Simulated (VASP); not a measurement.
Set up this calculation in VASP 6.6.1, as the native input.

```
Task                   : single point
Functional             : PBEsol
Potentials or basis    : VASP PAW PBE potentials, release 64 (Be, Te)
Cutoff                 : 520 eV
k mesh                 : 8 × 8 × 8
Occupations            : gaussian, width 0.01 eV
Spin                   : non-collinear spin, zero start, spin-orbit coupling
Starting moments       : [[0.0, 0.0, 0.0], [0.0, 0.0, 0.0]] μB
Dipole correction      : no
Further INCAR settings : ALGO = Normal; EDIFF = 1e-07; NBANDS = 20
```

The structure of BeTe lies in POSCAR:

```
BeTe
1.0
    2.8027758361      2.8027758361      0.0000000000
   -2.8027758361      2.8027758361      0.0000000000
    0.0000000000      2.8027758361      2.8027758361
Be Te
1 1
Direct
    0.0000000000      0.0000000000      0.0000000000
    0.7500000000      0.2500000000      0.5000000000
```

The input as run:

INCAR

```
SYSTEM = BeTe
ALGO = Normal ; EDIFF = 1E-7
ENCUT = 520 ; GGA = PS
GGA_COMPAT = .False. ; ISIF = 2
ISMEAR = 0 ; LASPH = .True.
LCHARG = .True. ; LORBIT = 11
LORBMOM = .True. ; LREAL = .False.
LSORBIT = .True. ; LVHAR = .True.
LWAVE = .False. ; MAGMOM = 0 0 0 0 0 0
NBANDS = 20 ; NELM = 150
PREC = Accurate ; SIGMA = 0.01
```

KPOINTS

```
k-points
0
Gamma
  8 8 8
  0 0 0
```

Potentials or basis: VASP PAW PBE potentials, release 64 (Be, Te).

The run is started by

```console
$ cat potpaw_PBE.64/Be/POTCAR potpaw_PBE.64/Te/POTCAR > POTCAR
$ mpirun -np 1 vasp_ncl > vasp.out
```

It gave:

| Quantity | Value |
| --- | --- |
| Pressure | 0.3 GPa |
| Net moment | 0.00 μB per cell |
| Valence electrons inside the program's atomic spheres | Be 0.96; Te 3.51 |

Caveat: the PAW data sets were made with another functional, which shifts forces and pressure a little.

Run time: 100 s on 1 thread of AMD EPYC 7R13 (shared host), peak memory 0.27 GiB.
